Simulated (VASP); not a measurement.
# Rb2YTlI6 (Fm-3m) in VASP: single point with LDA

Aim: the single point of Rb2YTlI6 with LDA.

Program: VASP 6.6.1. These are calculated values, not measurements. Logs are shortened: lines on timing, memory, paths and dates and some standing lists are left out, and cuts for length are marked.

## (1) The cell of the first run

The structure is cubic, space group Fm-3m (No. 225). The conventional cell has a = 12.802 Å, b = 12.802 Å, c = 12.802 Å, α = 90.00°, β = 90.00°, γ = 90.00°. Within 4.0 Å of Y (site symmetry m-3m) lie 6 I at 3.03 Å. Within 4.4 Å of Tl (site symmetry m-3m) lie 6 I at 3.37 Å. I (site symmetry 4mm) has 1 Y at 3.03 Å and 1 Tl at 3.37 Å within 4.0 Å.

## (2) Single point, LDA

The input, INCAR:

```
ALGO     = Normal         # electronic algorithm
EDIFF    = 1E-7           # SCF threshold, eV
ENCUT    = 520            # plane-wave cutoff, eV
GGA      = CA             # functional
ISIF     = 2              # what is computed and relaxed
ISMEAR   = 0              # smearing method
LASPH    = True           # aspherical terms in the spheres
LCHARG   = False          # write CHGCAR
LREAL    = False          # projectors in reciprocal space
LWAVE    = False          # write WAVECAR
NBANDS   = 53             # bands
NELM     = 60             # most SCF steps
PREC     = Accurate       # precision mode
SIGMA    = 0.01           # smearing width, eV
```

The input, KPOINTS:

```
k-points
0
Gamma
  3 3 3
```

The input, POSCAR:

```
Rb2YTlI6
1.0
    0.0000000000      6.4010030000      6.4010030000
    6.4010030000      0.0000000000      6.4010030000
    6.4010030000      6.4010030000      0.0000000000
Rb Y Tl I
2 1 1 6
Direct
    0.7500000000      0.7500000000      0.7500000000
    0.2500000000      0.2500000000      0.2500000000
    0.0000000000      0.0000000000      0.0000000000
    0.5000000000      0.5000000000      0.5000000000
    0.7636100000      0.2363900000      0.2363900000
    0.2363900000      0.2363900000      0.7636100000
    0.2363900000      0.7636100000      0.7636100000
    0.2363900000      0.7636100000      0.2363900000
    0.7636100000      0.2363900000      0.7636100000
    0.7636100000      0.7636100000      0.2363900000
```

Potentials or basis: VASP PAW LDA potentials, release 64 (Rb_sv, Y_sv, Tl_d, I).

On the command line:

```sh
$ cat potpaw_LDA.64/Rb_sv/POTCAR potpaw_LDA.64/Y_sv/POTCAR potpaw_LDA.64/Tl_d/POTCAR potpaw_LDA.64/I/POTCAR > POTCAR
$ mpirun -np 1 vasp_std > vasp.out
```

OUTCAR:

```text
EDIFF = 1E-7
   ENCUT = 520
   GGA = CA
   ISIF = 2
   ISMEAR = 0
   LASPH = True
   LREAL = False
   NELM = 60
   PREC = Accurate

 ion  position               nearest neighbor table
   1  0.750  0.750  0.750-   7 4.53   9 4.53  10 4.53   5 4.53   8 4.53  10 4.53   5 4.53   6 4.53
                             9 4.53   6 4.53   7 4.53   8 4.53
   2  0.250  0.250  0.250-   5 4.53   9 4.53  10 4.53   7 4.53   8 4.53  10 4.53   6 4.53   7 4.53
                             9 4.53   5 4.53   6 4.53   8 4.53
   3  0.000  0.000  0.000-   5 3.03   6 3.03   7 3.03   8 3.03   9 3.03  10 3.03
   4  0.500  0.500  0.500-   5 3.37   6 3.37   7 3.37   8 3.37   9 3.37  10 3.37
   5  0.764  0.236  0.236-   3 3.03   4 3.37   2 4.53   1 4.53   1 4.53   2 4.53
   6  0.236  0.236  0.764-   3 3.03   4 3.37   2 4.53   1 4.53   1 4.53   2 4.53
   7  0.236  0.764  0.764-   3 3.03   4 3.37   1 4.53   1 4.53   2 4.53   2 4.53
   8  0.236  0.764  0.236-   3 3.03   4 3.37   2 4.53   1 4.53   1 4.53   2 4.53
   9  0.764  0.236  0.764-   3 3.03   4 3.37   1 4.53   1 4.53   2 4.53   2 4.53
  10  0.764  0.764  0.236-   3 3.03   4 3.37   1 4.53   1 4.53   2 4.53   2 4.53

  LATTYP: Found a face centered cubic cell.
 ALAT       =    12.8020060000

  Lattice vectors:

 A1 = (   0.0000000000,   6.4010030000,   6.4010030000)
 A2 = (   6.4010030000,   0.0000000000,   6.4010030000)
 A3 = (   6.4010030000,   6.4010030000,   0.0000000000)

Analysis of symmetry for initial positions (statically):
=====================================================================
 Subroutine PRICEL returns:
 Original cell was already a primitive cell.

 Routine SETGRP: Setting up the symmetry group for a
 face centered cubic supercell.

 Subroutine GETGRP returns: Found 48 space group operations
 (whereof 48 operations were pure point group operations)
 out of a pool of 48 trial point group operations.

The static configuration has the point symmetry O_h .

Analysis of symmetry for dynamics (positions and initial velocities):
=====================================================================
 Subroutine PRICEL returns:
 Original cell was already a primitive cell.

 Routine SETGRP: Setting up the symmetry group for a
 face centered cubic supercell.

 Subroutine GETGRP returns: Found 48 space group operations
 (whereof 48 operations were pure point group operations)
 out of a pool of 48 trial point group operations.

The dynamic configuration has the point symmetry O_h .

 Subroutine INISYM returns: Found 48 space group operations
 (whereof 48 operations are pure point group operations),
 and found     1 'primitive' translations

----------------------------------------------------------------------------------------

                                     Primitive cell

  volume of cell :     524.5345

  direct lattice vectors                    reciprocal lattice vectors
     0.000000000  6.401003000  6.401003000    -0.078112758  0.078112758  0.078112758
     6.401003000  0.000000000  6.401003000     0.078112758 -0.078112758  0.078112758
     6.401003000  6.401003000  0.000000000     0.078112758  0.078112758 -0.078112758

  length of vectors
     9.052385255  9.052385255  9.052385255     0.135295266  0.135295266  0.135295266

  position of ions in fractional coordinates (direct lattice)
     0.750000000  0.750000000  0.750000000
     0.250000000  0.250000000  0.250000000
     0.000000000  0.000000000  0.000000000
     0.500000000  0.500000000  0.500000000
     0.763610000  0.236390000  0.236390000
     0.236390000  0.236390000  0.763610000
     0.236390000  0.763610000  0.763610000
     0.236390000  0.763610000  0.236390000
     0.763610000  0.236390000  0.763610000
     0.763610000  0.763610000  0.236390000

  ion indices of the primitive-cell ions
   primitive index   ion index
                 1           1
                 2           2
                 3           3
                 4           4
                 5           5
                 6           6
                 7           7
                 8           8
                 9           9
                10          10

----------------------------------------------------------------------------------------

 KPOINTS: k-points

Automatic generation of k-mesh.
 Grid dimensions read from file:
 generate k-points for:    3    3    3

 Generating k-lattice:

  Cartesian coordinates                     Fractional coordinates (reciprocal lattice)
    -0.026037586  0.026037586  0.026037586     0.333333333  0.000000000  0.000000000
     0.026037586 -0.026037586  0.026037586     0.000000000  0.333333333  0.000000000
     0.026037586  0.026037586 -0.026037586     0.000000000  0.000000000  0.333333333

  Length of vectors
     0.045098422  0.045098422  0.045098422

  Shift w.r.t. Gamma in fractional coordinates (k-lattice)
     0.000000000  0.000000000  0.000000000

 Subroutine IBZKPT returns following result:
 ===========================================

 Found      4 irreducible k-points:

 Following reciprocal coordinates:
            Coordinates               Weight
  0.000000  0.000000  0.000000      1.000000
  0.333333  0.000000  0.000000      8.000000
  0.333333  0.333333  0.000000      6.000000
 -0.333333  0.333333  0.000000     12.000000
   k-points           NKPTS =      4   k-points in BZ     NKDIM =      4   number of bands    NBANDS=     53
   number of dos      NEDOS =    301   number of ions     NIONS =     10
   total plane-waves  NPLWV = 343000
   dimension x,y,z NGX =    70 NGY =   70 NGZ =   70
   dimension x,y,z NGXF=   140 NGYF=  140 NGZF=  140
   ions per type =               2   1   1   6
   NGX,Y,Z   is equivalent  to a cutoff of  12.86, 12.86, 12.86 a.u.
   NGXF,Y,Z  is equivalent  to a cutoff of  25.71, 25.71, 25.71 a.u.
 SYSTEM =  unknown system
   PREC   = accura    normal or accurate (medium, high low for compatibility)
   ISTART =      0    job   : 0-new  1-cont  2-samecut
   ICHARG =      2    charge: 1-file 2-atom 10-const
   ISPIN  =      1    spin polarized calculation?
   LNONCOLLINEAR =      F non collinear calculations
   LSORBIT =      F    spin-orbit coupling
   LASPH  =      T    aspherical Exc in radial PAW
   ENCUT  =  520.0 eV  38.22 Ry    6.18 a.u.  16.83 16.83 16.83*2*pi/ulx,y,z
   NELM   =     60;   NELMIN=  2; NELMDL= -5     # of ELM steps
   EDIFF  = 0.1E-06   stopping-criterion for ELM
   LREAL  =      F    real-space projection
   EDIFFG = 0.1E-05   stopping-criterion for IOM
   NSW    =      0    number of steps for IOM
   IBRION =     -1    ionic relax: 0-MD 1-quasi-New 2-CG
   NFREE  =      0    steps in history (QN), initial steepest desc. (CG)
   ISIF   =      2    stress and relaxation
   ISYM   =      2    0-nonsym 1-usesym 2-fastsym
   POTIM  = 0.5000    time-step for ionic-motion
   TEBEG  =    0.0;   TEEND  =   0.0 temperature during run
   PSTRESS=    0.0 pullay stress
   NELECT =      84.0000    total number of electrons
   NUPDOWN=      -1.0000    fix difference up-down
   EMIN   =  10.00;   EMAX   =-10.00  energy-range for DOS
   EFERMI =   0.00;   METHOD = LEGACY
   ISMEAR =     0;   SIGMA  =   0.01  broadening in eV -4-tet -1-fermi 0-gaus
   EFERMI_NEDOS =   21; number of points for ismear=-14 and -15
   IALGO  =     38    algorithm
   IMIX   =      4    mixing-type and parameters
     AMIX     =   0.40;   BMIX     =  1.00
     AMIX_MAG =   1.60;   BMIX_MAG =  1.00
  volume/ion in A,a.u.               =      52.45       353.97
  Fermi-wavevector in a.u.,A,eV,Ry     =   0.889017  1.679998 10.753373  0.790351
  Thomas-Fermi vector in A             =   2.010522
   LORBIT       =      0    0 simple, 1 ext, 2 COOP (PROOUT), +10 PAW based schemes
   GGA     = CA    functional components
   LHFCALC =     F    Hartree Fock is set to
   AEXX    =    0.0000 exact exchange contribution
   IVDW    =     0    specifies the selected vdW correction
   LEPSILON=     F    determine dielectric tensor
   LRPA    =     F    only Hartree local field effects (RPA)
 non-spin polarized calculation
 Gauss-broadening in eV      SIGMA  =   0.01
  energy-cutoff  :      520.00
  volume of cell :      524.53
 maximum number of plane-waves:     14169
 NGX is ok and might be reduce to    70
   NGX = 33   NGY = 33   NGZ = 33

 number of electron      83.9999998 magnetization

 Free energy of the ion-electron system (eV)
  ---------------------------------------------------
  ext. energy  EPLUGINS =         0.00000000
  ---------------------------------------------------
  free energy    TOTEN  =       -35.65398513 eV

  energy without entropy =      -35.65398513  energy(sigma->0) =      -35.65398513

 E-fermi :   0.0243     XC(G=0):  -7.3073

 val. band max:       -0.1426510671   @ k =   0.0000   0.0000   0.0000
 cond. band min:       2.8985598438   @ k =   0.3333   0.0000   0.0000
 fundamental gap:      3.0412109110
 Fermi energy:         0.0242703744

 k-point     1 :       0.0000    0.0000    0.0000
  band No.  band energies     occupation
      1     -41.9522      2.00000
      2     -26.4024      2.00000
      3     -26.4024      2.00000
      4     -22.0560      2.00000
      5     -22.0560      2.00000
      6     -22.0560      2.00000
[... 45 lines left out ...]
     52       4.8406      0.00000
     53       5.1314      0.00000

 k-point     2 :       0.3333    0.0000    0.0000
  band No.  band energies     occupation
      1     -41.9522      2.00000
      2     -26.4024      2.00000
      3     -26.4024      2.00000
      4     -22.0560      2.00000
      5     -22.0560      2.00000
      6     -22.0560      2.00000
[... 45 lines left out ...]
     52       5.2849      0.00000
     53       5.3832      0.00000

 k-point     3 :       0.3333    0.3333    0.0000
  band No.  band energies     occupation
      1     -41.9522      2.00000
      2     -26.4024      2.00000
      3     -26.4024      2.00000
      4     -22.0560      2.00000
      5     -22.0560      2.00000
      6     -22.0560      2.00000
[... 45 lines left out ...]
     52       5.1301      0.00000
     53       5.5649      0.00000

 k-point     4 :      -0.3333    0.3333    0.0000
  band No.  band energies     occupation
      1     -41.9522      2.00000
      2     -26.4024      2.00000
      3     -26.4024      2.00000
      4     -22.0560      2.00000
      5     -22.0560      2.00000
      6     -22.0560      2.00000
[... 45 lines left out ...]
     52       5.4201      0.00000
     53       5.6267      0.00000

------------------------ aborting loop because EDIFF is reached ----------------------------------------

  FORCE on cell =-STRESS in cart. coord.  units (eV):
  Direction    XX          YY          ZZ          XY          YZ          ZX
  --------------------------------------------------------------------------------------
  -------------------------------------------------------------------------------------
  Total       -5.6628160     -5.6628160     -5.6628160     -0.0000000      0.0000000     -0.0000000
  in kB      -17.2969266    -17.2969266    -17.2969266     -0.0000000      0.0000000     -0.0000000
  external PRESSURE =     -17.2969266 kB  Pullay stress =       0.0000000 kB

 VOLUME and BASIS-vectors are now :
 -----------------------------------------------------------------------------
  energy-cutoff  :      520.00
  volume of cell :      524.53
      direct lattice vectors                 reciprocal lattice vectors
     0.000000000  6.401003000  6.401003000    -0.078112758  0.078112758  0.078112758
     6.401003000  0.000000000  6.401003000     0.078112758 -0.078112758  0.078112758
     6.401003000  6.401003000  0.000000000     0.078112758  0.078112758 -0.078112758

 POSITION                                       TOTAL-FORCE (eV/Angst)
 -----------------------------------------------------------------------------------
      9.60150      9.60150      9.60150        -0.000000     -0.000000     -0.000000
      3.20050      3.20050      3.20050         0.000000     -0.000000      0.000000
      0.00000      0.00000      0.00000        -0.000000     -0.000000     -0.000000
      6.40100      6.40100      6.40100        -0.000000     -0.000000     -0.000000
      3.02627      6.40100      6.40100        -0.127857     -0.000000      0.000000
      6.40100      6.40100      3.02627        -0.000000     -0.000000     -0.127857
      9.77574      6.40100      6.40100         0.127857     -0.000000      0.000000
      6.40100      3.02627      6.40100        -0.000000     -0.127857      0.000000
      6.40100      9.77574      6.40100        -0.000000      0.127857      0.000000
      6.40100      6.40100      9.77574        -0.000000     -0.000000      0.127857
 -----------------------------------------------------------------------------------
    total drift:                                0.000000      0.000000      0.000000

  FREE ENERGIE OF THE ION-ELECTRON SYSTEM (eV)
  ---------------------------------------------------
  free  energy   TOTEN  =       -35.6539851344 eV

  energy  without entropy=      -35.6539851344  energy(sigma->0) =      -35.65398513
```

It took 4.4 min on 1 thread of Oxide Virtual Turin-like, shared host; peak memory 0.53 GiB.

Results:

* Free energy: -35.6540 eV
* Pressure: -1.7 GPa
* Largest force: 0.128 eV/Å
* Band gap on the k mesh: 3.04 eV (least direct gap 3.11 eV)

Forces on the atoms (eV/Å):
```
Rb   0.000  0.000  0.000
Rb   0.000  0.000  0.000
Y    0.000  0.000  0.000
Tl   0.000  0.000  0.000
I   -0.128  0.000  0.000
I    0.000  0.000 -0.128
I    0.128  0.000  0.000
I    0.000 -0.128  0.000
I    0.000  0.128  0.000
I    0.000  0.000  0.128
```

Levels at points of the mesh, in eV from the valence-band top:
| k point | band 38 | band 39 | band 40 | band 41 | band 42 | band 43 | band 44 | band 45 | band 46 | band 47 |
| --- | --- | --- | --- | --- | --- | --- | --- | --- | --- | --- |
| (0.00, 0.00, 0.00) | -0.37 | -0.37 | 0.00 | 0.00 | 0.00 | 3.11 | 3.21 | 3.21 | 3.21 | 3.87 |

Caveat: spin-orbit coupling is left out, which moves the levels of the heavy elements; an odd mesh through Γ misses points on the zone boundary, where band edges can lie.
